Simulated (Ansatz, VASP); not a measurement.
**Two plane-wave programs on HPt6**

```
Pt H
1.0
     5.61433    0.00000    0.00000
    -2.80716    4.86215    0.00000
     0.00000    0.00000   22.61927
Pt H
12 2
Direct
  0.33333 0.16667 0.17684
  0.33333 0.66667 0.17684
  0.83333 0.16667 0.17684
  0.83333 0.66667 0.17684
  0.16667 0.33333 0.27895
  0.16667 0.83333 0.27895
  0.66667 0.33333 0.27895
  0.66667 0.83333 0.27895
  0.00000 0.00000 0.38106
  0.00000 0.50000 0.38106
  0.50000 0.00000 0.38106
  0.50000 0.50000 0.38106
  0.21144 0.42287 0.54021
  0.28856 0.57713 0.54021
```

Alike in both runs: task single point; functional PBE; k mesh 6 × 6 × 1; occupations gaussian, width 0.1 eV; no spin polarisation.

```csv
,VASP,Ansatz
version,VASP 6.6.1,Ansatz 0.2.0
potentials or method,"VASP PAW PBE potentials, release 64 (Pt, H), cutoff 520 eV","scalar-relativistic, plane waves, PAW"
valence electrons in the cell,122,218
```

Ansatz gave:

```
gap on the k mesh at the Fermi level (eV)  : none
rms of the force components (eV/Å)         : 0.009
work function, face that differs most (eV) : 5.81
```

Q: Estimate VASP's values.

A: gap on the k mesh at the Fermi level (eV): none; rms of the force components (eV/Å): 0.008; work function, face that differs most (eV): 5.81.

Atom by atom the forces differ by 0.011 eV/Å (rms over components). A gap of «none» marks a metal or a gap that the smearing closes. With one functional, cell and mesh, what is left measures potentials, basis and numerics. VASP's potentials hold 122 valence electrons a cell and Ansatz's 218, so a difference there can come from the potentials and not from the codes.

Spin-orbit coupling is off throughout.
